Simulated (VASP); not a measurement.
# AlN (Cm) in VASP: further runs

Runs on AlN. Level: r2SCAN. Tasks: single point.

Program: VASP 6.6.1. These are calculated values, not measurements. Logs are shortened: lines on timing, memory, paths and dates and some standing lists are left out, and cuts for length are marked.

## (1) The cell of the first run

Symmetry: Cm, No. 8, monoclinic system. The conventional cell has a = 11.318 Å, b = 3.107 Å, c = 5.381 Å, α = 90.00°, β = 118.39°, γ = 90.00°. Within 2.6 Å of Al (site symmetry m) lie 4 N at 1.94 to 2.00 Å. Al (site symmetry m) has 4 N at 1.77 to 1.84 Å within 2.4 Å. Within 2.5 Å of Al (site symmetry m) lie 4 N at 1.87 to 1.91 Å. Within 2.5 Å of Al (site symmetry m) lie 4 N at 1.87 to 1.91 Å. N (site symmetry m) has 4 Al at 1.87 to 1.96 Å within 2.5 Å. Within 2.4 Å of N (site symmetry m) lie 4 Al at 1.84 to 1.91 Å. Within 2.4 Å of N (site symmetry m) lie 4 Al at 1.84 to 2.00 Å. Within 2.4 Å of N (site symmetry m) lie 4 Al at 1.77 to 1.94 Å.

## (2) Single point, r2SCAN (atoms displaced along a vibrational mode)

The input, POSCAR:

```
AlN
1.0
   -3.1066653383      0.0000000000      0.0000000000
    0.0000000000      5.3809022080      0.0000000000
    1.5533326691     -2.6904511040     -4.9784048429
Al N
4 4
Direct
    0.9993455695      0.3309761572      0.9986911389
    0.4989615281      0.8339976070      0.9979230563
    0.2496737053      0.9161289315      0.4993474107
    0.7486333923      0.4155114995      0.4972667845
    0.8025729251      0.1364217772      0.6051458502
    0.3141199773      0.6469377918      0.6282399546
    0.0583464512      0.7459203925      0.1166929024
    0.5583464512      0.2041058433      0.1166929024
```

The input, INCAR.step1:

```
  ALGO = Normal
  EDIFF = 1E-4
  ENCUT = 520
  GGA = PE
  ISMEAR = 0
  LASPH = True
  LCHARG = False
  LREAL = False
  LWAVE = True
  NBANDS = 26
  NELM = 80
  PREC = Accurate
  SIGMA = 0.05
```

The input, INCAR.step2:

```
  ALGO = Normal
  EDIFF = 1E-7
  ENCUT = 520
  ISIF = 2
  ISMEAR = 0
  ISTART = 1
  LASPH = True
  LCHARG = False
  LMIXTAU = True
  LREAL = False
  LWAVE = False
  METAGGA = R2SCAN
  NBANDS = 26
  NELM = 80
  PREC = Accurate
  SIGMA = 0.05
```

The input, KPOINTS:

```
k-points
0
Gamma
  8 8 8
```

Potentials or basis: VASP PAW PBE potentials, release 64 (Al, N).

Launch:

```sh
> cat potpaw_PBE.64/Al/POTCAR potpaw_PBE.64/N/POTCAR > POTCAR
> cp INCAR.step1 INCAR
> mpirun -np 1 vasp_std > vasp.out
> cp INCAR.step2 INCAR
> mpirun -np 1 vasp_std > vasp.out
```

OUTCAR:

```text
EDIFF = 1E-7
   ENCUT = 520
   ISIF = 2
   ISMEAR = 0
   ISTART = 1
   LASPH = True
   LREAL = False
   METAGGA = R2SCAN
   NELM = 80
   PREC = Accurate

 ion  position               nearest neighbor table
   1  0.999  0.331  0.999-   8 1.94   8 1.94   5 1.96   7 2.00   4 3.06   4 3.06   3 3.06   3 3.06
                             3 3.08   4 3.08   2 3.09   2 3.09   2 3.12   2 3.12
   2  0.499  0.834  0.998-   8 1.77   6 1.84   7 1.84   7 1.84   3 3.06   4 3.06   4 3.07   4 3.07
                             3 3.08   3 3.08   1 3.09   1 3.09   1 3.12   1 3.12
   3  0.250  0.916  0.499-   5 1.87   5 1.87   6 1.91   7 1.91   2 3.06   1 3.06   1 3.06   1 3.08
                             2 3.08   2 3.08   4 3.10   4 3.10   4 3.11   4 3.11
   4  0.749  0.416  0.497-   5 1.87   8 1.90   6 1.91   6 1.91   1 3.06   1 3.06   2 3.06   2 3.07
                             2 3.07   1 3.08   3 3.10   3 3.10   3 3.11   3 3.11
   5  0.803  0.136  0.605-   4 1.87   3 1.87   3 1.87   1 1.96
   6  0.314  0.647  0.628-   2 1.84   3 1.91   4 1.91   4 1.91
   7  0.058  0.746  0.117-   2 1.84   2 1.84   3 1.91   1 2.00
   8  0.558  0.204  0.117-   2 1.77   4 1.90   1 1.94   1 1.94

  LATTYP: Found a body centered orthorhombic cell.
 ALAT       =     3.1066653383
 B/A-ratio  =     1.7320508076
 C/A-ratio  =     3.2049830289

  Lattice vectors:

 A1 = (  -1.5533326691,   2.6904511040,   4.9784048429)
 A2 = (   1.5533326692,  -2.6904511040,   4.9784048429)
 A3 = (   1.5533326691,   2.6904511040,  -4.9784048429)

Analysis of symmetry for initial positions (statically):
=====================================================================
 Subroutine PRICEL returns:
 Original cell was already a primitive cell.

 Routine SETGRP: Setting up the symmetry group for a
 body centered orthorhombic supercell.

 Subroutine GETGRP returns: Found  2 space group operations
 (whereof  2 operations were pure point group operations)
 out of a pool of  8 trial point group operations.

The static configuration has the point symmetry C_1h.

Analysis of symmetry for dynamics (positions and initial velocities):
=====================================================================
 Subroutine PRICEL returns:
 Original cell was already a primitive cell.

 Routine SETGRP: Setting up the symmetry group for a
 body centered orthorhombic supercell.

 Subroutine GETGRP returns: Found  2 space group operations
 (whereof  2 operations were pure point group operations)
 out of a pool of  8 trial point group operations.

The dynamic configuration has the point symmetry C_1h.

[... 110 lines left out ...]
   EDIFF  = 0.1E-06   stopping-criterion for ELM
   LREAL  =      F    real-space projection
   EDIFFG = 0.1E-05   stopping-criterion for IOM
   NSW    =      0    number of steps for IOM
   IBRION =     -1    ionic relax: 0-MD 1-quasi-New 2-CG
   NFREE  =      0    steps in history (QN), initial steepest desc. (CG)
   ISIF   =      2    stress and relaxation
   ISYM   =      2    0-nonsym 1-usesym 2-fastsym
   POTIM  = 0.5000    time-step for ionic-motion
   TEBEG  =    0.0;   TEEND  =   0.0 temperature during run
   PSTRESS=    0.0 pullay stress
   NELECT =      32.0000    total number of electrons
   NUPDOWN=      -1.0000    fix difference up-down
   EMIN   =  10.00;   EMAX   =-10.00  energy-range for DOS
   EFERMI =   0.00;   METHOD = LEGACY
   ISMEAR =     0;   SIGMA  =   0.05  broadening in eV -4-tet -1-fermi 0-gaus
   EFERMI_NEDOS =   21; number of points for ismear=-14 and -15
   IALGO  =     38    algorithm
   IMIX   =      4    mixing-type and parameters
     AMIX     =   0.40;   BMIX     =  1.00
     AMIX_MAG =   1.60;   BMIX_MAG =  1.00
  volume/ion in A,a.u.               =      10.40        70.20
  Fermi-wavevector in a.u.,A,eV,Ry     =   1.190451  2.249626 19.281821  1.417174
  Thomas-Fermi vector in A             =   2.326535
   LORBIT       =      0    0 simple, 1 ext, 2 COOP (PROOUT), +10 PAW based schemes
   METAGGA = R2SCAN    functional components
   LHFCALC =     F    Hartree Fock is set to
   AEXX    =    0.0000 exact exchange contribution
   IVDW    =     0    specifies the selected vdW correction
   LEPSILON=     F    determine dielectric tensor
   LRPA    =     F    only Hartree local field effects (RPA)
 non-spin polarized calculation
 Gauss-broadening in eV      SIGMA  =   0.05
  energy-cutoff  :      520.00
  volume of cell :       83.22
 maximum number of plane-waves:      2256
   NGX = 11   NGY = 21   NGZ = 21

 number of electron      31.9999999 magnetization

 Free energy of the ion-electron system (eV)
  ---------------------------------------------------
  ext. energy  EPLUGINS =         0.00000000
  ---------------------------------------------------
  free energy    TOTEN  =       -76.44812617 eV

  energy without entropy =      -76.44812617  energy(sigma->0) =      -76.44812617

 E-fermi :   6.2247     XC(G=0): -11.4193

 val. band max:        5.9492087250   @ k =   0.0000   0.0000   0.0000
 cond. band min:      10.7396354154   @ k =   0.0000   0.0000   0.0000
 fundamental gap:      4.7904266904
 Fermi energy:         6.2247147270

 k-point     1 :       0.0000    0.0000    0.0000
  band No.  band energies     occupation
      1     -10.0740      2.00000
      2      -7.9742      2.00000
      3      -7.7505      2.00000
      4      -7.6682      2.00000
      5      -0.1660      2.00000
      6       0.2470      2.00000
[... 685 lines left out ...]
     25      17.6491      0.00000
     26      18.2106      0.00000

 [... further k-points ...]
[... 5 lines left out ...]
  --------------------------------------------------------------------------------------
  -------------------------------------------------------------------------------------
  Total        0.4171540      0.9052584      0.4077546     -0.0000000     -0.4728138      0.0000000
  in kB        8.0309551     17.4278326      7.8500011     -0.0000000     -9.1025045      0.0000000
  external PRESSURE =      11.1029296 kB  Pullay stress =       0.0000000 kB

 VOLUME and BASIS-vectors are now :
 -----------------------------------------------------------------------------
  energy-cutoff  :      520.00
  volume of cell :       83.22
      direct lattice vectors                 reciprocal lattice vectors
    -3.106665338  0.000000000  0.000000000    -0.321888550  0.000000000 -0.100433777
     0.000000000  5.380902208  0.000000000     0.000000000  0.185842441 -0.100433777
     1.553332669 -2.690451104 -4.978404843     0.000000000  0.000000000 -0.200867553

 POSITION                                       TOTAL-FORCE (eV/Angst)
 -----------------------------------------------------------------------------------
     -1.55333     -0.90598     -4.97189         0.000000      0.176417      0.172041
      0.00000      1.80280     -4.96806         0.000000     -0.973362      0.027031
      0.00000      3.58613     -2.48595         0.000000      0.063682      0.293600
     -1.55333      0.89795     -2.47560        -0.000000     -0.056776     -0.263321
     -1.55333     -0.89404     -3.01266        -0.000000     -0.104425     -1.512690
     -0.00000      1.79086     -3.12763         0.000000      0.055423      1.769753
     -0.00000      3.69977     -0.58094        -0.000000     -2.840063     -0.203435
     -1.55333      0.78432     -0.58094        -0.000000      3.679105     -0.282978
 -----------------------------------------------------------------------------------
    total drift:                               -0.000031      0.000178      0.004568

  FREE ENERGIE OF THE ION-ELECTRON SYSTEM (eV)
  ---------------------------------------------------
  free  energy   TOTEN  =       -76.4481261739 eV

  energy  without entropy=      -76.4481261739  energy(sigma->0) =      -76.44812617
```

Run time: 25 min. Hardware: 1 thread of Intel Xeon 8259CL, shared host; peak memory 0.38 GiB.

What came out:

```
Free energy            : -76.4481 eV
Pressure               : 1.1 GPa
Largest force          : 3.690 eV/Å
Band gap on the k mesh : 4.79 eV
```

Forces on the atoms (eV/Å):
```
Al   0.000  0.176  0.172
Al   0.000 -0.973  0.027
Al   0.000  0.064  0.294
Al   0.000 -0.057 -0.263
N    0.000 -0.104 -1.513
N    0.000  0.055  1.770
N    0.000 -2.840 -0.203
N    0.000  3.679 -0.283
```

Caveat: the cell differs from its parent crystal (atoms displaced along a vibrational mode); the PAW data sets were made with another functional, which shifts forces and pressure a little.

## (3) Single point, r2SCAN (atoms displaced along a vibrational mode)

The input, POSCAR:

```
AlN
1.0
   -3.1066653383      0.0000000000      0.0000000000
    0.0000000000      5.3809022080      0.0000000000
    1.5533326691     -2.6904511040     -4.9784048429
Al N
4 4
Direct
    0.9992175557      0.3319833071      0.9984351114
    0.4990895419      0.8329904571      0.9981790838
    0.2493269343      0.9159231208      0.4986538686
    0.7489801633      0.4157173102      0.4979603266
    0.8064219425      0.1399271154      0.6128438850
    0.3102709599      0.6434324536      0.6205419198
    0.0583464512      0.7319822094      0.1166929024
    0.5583464512      0.2180440264      0.1166929024
```

The input, INCAR.step1:

```
  ALGO = Normal
  EDIFF = 1E-4
  ENCUT = 520
  GGA = PE
  ISMEAR = 0
  LASPH = T
  LCHARG = F
  LREAL = F
  LWAVE = T
  NBANDS = 26
  NELM = 80
  PREC = Accurate
  SIGMA = 0.05
```

The input, INCAR.step2:

```
  ALGO = Normal
  EDIFF = 1E-7
  ENCUT = 520
  ISIF = 2
  ISMEAR = 0
  ISTART = 1
  LASPH = T
  LCHARG = F
  LMIXTAU = T
  LREAL = F
  LWAVE = F
  METAGGA = R2SCAN
  NBANDS = 26
  NELM = 80
  PREC = Accurate
  SIGMA = 0.05
```

KPOINTS is that of step 2.

Potentials or basis: VASP PAW PBE potentials, release 64 (Al, N).

Launch:

```sh
> cat potpaw_PBE.64/Al/POTCAR potpaw_PBE.64/N/POTCAR > POTCAR
> cp INCAR.step1 INCAR
> mpirun -np 1 vasp_std > vasp.out
> cp INCAR.step2 INCAR
> mpirun -np 1 vasp_std > vasp.out
```

It took 25 min on 1 thread of Intel Xeon 8259CL, shared host; peak memory 0.37 GiB.

It converged, with:

```yaml
Free_energy: -76.8619 eV
Pressure: -0.2 GPa
Largest_force: 1.115 eV/Å
Band_gap_on_the_k_mesh: 4.91 eV
```

Forces in eV/Å, atoms in the order of the input:
```
Al   0.000  0.126  0.043
Al   0.000 -0.213 -0.020
Al   0.000  0.021  0.097
Al   0.000 -0.020 -0.091
N    0.000 -0.030 -0.533
N    0.000  0.024  0.559
N    0.000 -1.023 -0.025
N    0.000  1.115 -0.031
```

Stress tensor (GPa, compression positive):
```
-0.25  0.00  0.00
 0.00 -0.15 -0.10
 0.00 -0.10 -0.26
```

Levels at points of the mesh, in eV from the valence-band top:
```
           k point  band 12  band 13  band 14  band 15  band 16  band 17  band 18  band 19  band 20  band 21
(0.00, 0.00, 0.00)    -0.88    -0.88    -0.23    -0.22     0.00     4.91     5.99     6.00     7.52    10.11
(0.50, 0.00, 0.00)    -2.43    -2.10    -2.01    -0.94    -0.86     6.82     6.86     7.85     8.23     9.41
(0.00, 0.50, 0.00)    -1.42    -0.71    -0.64    -0.62    -0.60     6.70     6.80     8.02     8.31     9.35
(0.00, 0.50, 0.50)    -1.41    -0.72    -0.65    -0.61    -0.58     6.69     6.82     8.05     8.25     9.25
(0.50, 0.50, 0.00)    -1.50    -1.49    -1.39    -1.39    -0.71     5.96     5.99     6.44     6.57     9.00
(0.00, 0.00, 0.50)    -0.71    -0.57    -0.57    -0.56    -0.56     6.42     6.56     7.21     7.27     9.06
```

Caveat: the cell differs from its parent crystal (atoms displaced along a vibrational mode); the PAW data sets were made with another functional, which shifts forces and pressure a little. A k mesh can miss the band edges.
